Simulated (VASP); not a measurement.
# Ca (Fd-3m) in VASP: further runs, part 2 of 2

VASP 6.6.1. Earlier steps stand in the parts before.

## Step 4: Relaxation of cell and atoms, LDA

Input file INCAR:

```
PREC = Accurate
ENCUT = 500
EDIFF = 1E-7
ISMEAR = -1
SIGMA = 0.1
LREAL = F
LASPH = T
NELM = 120
ALGO = Normal
ISIF = 3
LWAVE = F
LCHARG = F
IBRION = 2
NSW = 50
EDIFFG = -0.02
GGA_COMPAT = F
NELMIN = 4
```

Input file KPOINTS:

```
Automatic mesh
0
Gamma
  5 5 5
```

Input file POSCAR:

```
Ca
1.0
    0.0000000000      4.1318172437      4.1318172437
    4.1318172437      0.0000000000      4.1318172437
    4.1318172437      4.1318172437      0.0000000000
Ca
2
Direct
    0.0000000000      0.0000000000      0.0000000000
    0.2500000000      0.2500000000      0.2500000000
```

Potentials or basis: VASP PAW LDA potentials, release 64 (Ca_sv).

Run with:

```console
> cat potpaw_LDA.64/Ca_sv/POTCAR > POTCAR
> mpirun -np 1 vasp_std > vasp.out
```

OUTCAR:

```text
PREC = Accurate
   ENCUT = 500
   EDIFF = 1E-7
   ISMEAR = -1
   LREAL = F
   LASPH = T
   NELM = 120
   ISIF = 3
   IBRION = 2
   NSW = 50
   EDIFFG = -0.02
   NELMIN = 4

 ion  position               nearest neighbor table
   1  0.000  0.000  0.000-
   2  0.250  0.250  0.250-

  LATTYP: Found a face centered cubic cell.
 ALAT       =     8.2636344874

  Lattice vectors:

 A1 = (   0.0000000000,   4.1318172437,   4.1318172437)
 A2 = (   4.1318172437,   0.0000000000,   4.1318172437)
 A3 = (   4.1318172437,   4.1318172437,   0.0000000000)

Analysis of symmetry for initial positions (statically):
=====================================================================
 Subroutine PRICEL returns:
 Original cell was already a primitive cell.

 Routine SETGRP: Setting up the symmetry group for a
 face centered cubic supercell.

 Subroutine GETGRP returns: Found 48 space group operations
 (whereof 24 operations were pure point group operations)
 out of a pool of 48 trial point group operations.

The static configuration has the point symmetry T_d .
 The point group associated with its full space group is O_h .

Analysis of symmetry for dynamics (positions and initial velocities):
=====================================================================
 Subroutine PRICEL returns:
 Original cell was already a primitive cell.

 Routine SETGRP: Setting up the symmetry group for a
 face centered cubic supercell.

 Subroutine GETGRP returns: Found 48 space group operations
 (whereof 24 operations were pure point group operations)
 out of a pool of 48 trial point group operations.

The dynamic configuration has the point symmetry T_d .
 The point group associated with its full space group is O_h .

 Subroutine INISYM returns: Found 48 space group operations
 (whereof 24 operations are pure point group operations),
 and found     1 'primitive' translations
[... 106 lines left out ...]
   LHFCALC =     F    Hartree Fock is set to
   AEXX    =    0.0000 exact exchange contribution
   IVDW    =     0    specifies the selected vdW correction
   LEPSILON=     F    determine dielectric tensor
   LRPA    =     F    only Hartree local field effects (RPA)
 conjugate gradient relaxation of ions
 non-spin polarized calculation
  energy-cutoff  :      500.00
  volume of cell :      141.08
 maximum number of plane-waves:      3609
 NGX is ok and might be reduce to    48
   NGX = 21   NGY = 21   NGZ = 21

 number of electron      20.0000001 magnetization

 Free energy of the ion-electron system (eV)
  ---------------------------------------------------
  ext. energy  EPLUGINS =         0.00000000
  ---------------------------------------------------
  free energy    TOTEN  =        -2.19901378 eV

  energy without entropy =       -2.08111069  energy(sigma->0) =       -2.14006223

 E-fermi :   0.0267     XC(G=0):  -6.2803

 val. band max:        0.0219069741   @ k =  -0.4000   0.4000   0.2000
 cond. band min:       0.1312505845   @ k =  -0.2000   0.2000   0.0000
 fundamental gap:      0.1093436104
 Fermi energy:         0.0267468129

 k-point     1 :       0.0000    0.0000    0.0000
  band No.  band energies     occupation
      1     -42.4712      2.00000
      2     -42.4416      2.00000
      3     -23.7681      2.00000
      4     -23.7681      2.00000
      5     -23.7681      2.00000
      6     -23.6758      2.00000
      7     -23.6758      2.00000
      8     -23.6758      2.00000
      9      -3.0833      2.00000
     10       0.6786      0.00295
     11       0.6786      0.00295
     12       0.6786      0.00295
     13       0.8467      0.00055
     14       0.8467      0.00055
[... 139 lines left out ...]
      1     -42.4601      2.00000
      2     -42.4527      2.00000
      3     -23.7863      2.00000
      4     -23.7831      2.00000
      5     -23.7371      2.00000
      6     -23.7080      2.00000
      7     -23.6611      2.00000
      8     -23.6583      2.00000
      9      -1.4461      2.00000
     10      -0.4237      1.97812
     11       0.0219      1.02419
     12       0.2079      0.28098
     13       0.8893      0.00036
     14       0.9131      0.00028

------------------------ aborting loop because EDIFF is reached ----------------------------------------

  FORCE on cell =-STRESS in cart. coord.  units (eV):
  Direction    XX          YY          ZZ          XY          YZ          ZX
  --------------------------------------------------------------------------------------
  -------------------------------------------------------------------------------------
  Total       -0.0140194     -0.0140194     -0.0140194      0.0000000      0.0000000     -0.0000000
  in kB       -0.1592155     -0.1592155     -0.1592155      0.0000000      0.0000000     -0.0000000
  external PRESSURE =      -0.1592155 kB  Pullay stress =       0.0000000 kB

 VOLUME and BASIS-vectors are now :
 -----------------------------------------------------------------------------
  energy-cutoff  :      500.00
  volume of cell :      141.08
      direct lattice vectors                 reciprocal lattice vectors
     0.000000000  4.131817244  4.131817244    -0.121012129  0.121012129  0.121012129
     4.131817244  0.000000000  4.131817244     0.121012129 -0.121012129  0.121012129
     4.131817244  4.131817244  0.000000000     0.121012129  0.121012129 -0.121012129

 POSITION                                       TOTAL-FORCE (eV/Angst)
 -----------------------------------------------------------------------------------
      0.00000      0.00000      0.00000        -0.000000     -0.000000      0.000000
      2.06591      2.06591      2.06591         0.000000      0.000000     -0.000000
 -----------------------------------------------------------------------------------
    total drift:                               -0.000000     -0.000000     -0.000000

  FREE ENERGIE OF THE ION-ELECTRON SYSTEM (eV)
  ---------------------------------------------------
  free  energy   TOTEN  =        -2.1990137804 eV

  energy  without entropy=       -2.0811106891  energy(sigma->0) =       -2.14006223

 reached required accuracy - stopping structural energy minimisation
```

CONTCAR:

```text
Ca
   1.00000000000000
     0.0000000000000000    4.1318172436999996    4.1318172436999996
     4.1318172436999996    0.0000000000000000    4.1318172436999996
     4.1318172436999996    4.1318172436999996    0.0000000000000000
  Ca
     2
Direct
     0.0000000000000000    0.0000000000000000    0.0000000000000000
     0.2500000000000000    0.2500000000000000    0.2500000000000000

  0.00000000E+00  0.00000000E+00  0.00000000E+00
  0.00000000E+00  0.00000000E+00  0.00000000E+00
```

Wall time 38 s (1 thread of Intel Xeon 8259CL, shared host); peak memory 0.24 GiB.

What came out:

```yaml
Free_energy: -2.1990 eV
Pressure_after_relaxing: 0.0 GPa
Band_gap_on_the_k_mesh: zero (bands 10 and 11 overlap by 0.77 eV)
```

Final structure:
```yaml
crystal:
  lattice:
    - [0.00000, 4.13182, 4.13182]
    - [4.13182, 0.00000, 4.13182]
    - [4.13182, 4.13182, 0.00000]
  atoms:
    - { symbol: Ca, position: [0.00000, 0.00000, 0.00000] }
    - { symbol: Ca, position: [0.25000, 0.25000, 0.25000] }
```

Caveat: the relaxation stopped at its first step, so nothing moved.

## Step 5: Summary

```csv
task,cell,gap on the mesh (eV),pressure (GPa)
single point,"a = 5.843 Å, angles 60.0°, 2 atoms",none,0.0
relaxation of cell and atoms,"relaxed from a = 5.431 Å, angles 60.0°, 2 atoms",none,0.0
relaxation of cell and atoms,"relaxed from a = 5.843 Å, angles 60.0°, 2 atoms",none,0.0
```

Alike in all rows: level LDA; potentials or basis VASP PAW LDA potentials, release 64 (Ca_sv); no spin polarisation; k mesh 5 × 5 × 5; cutoff (eV) 500; smearing fermi-dirac 0.1 eV.

Caveats: the relaxation stopped at its first step, so nothing moved (at least some runs).

Total energies depend on the potentials used, so only differences within one code and one set of settings carry meaning.

The gap in the log of VASP goes by the Fermi energy; the results here count the filled bands.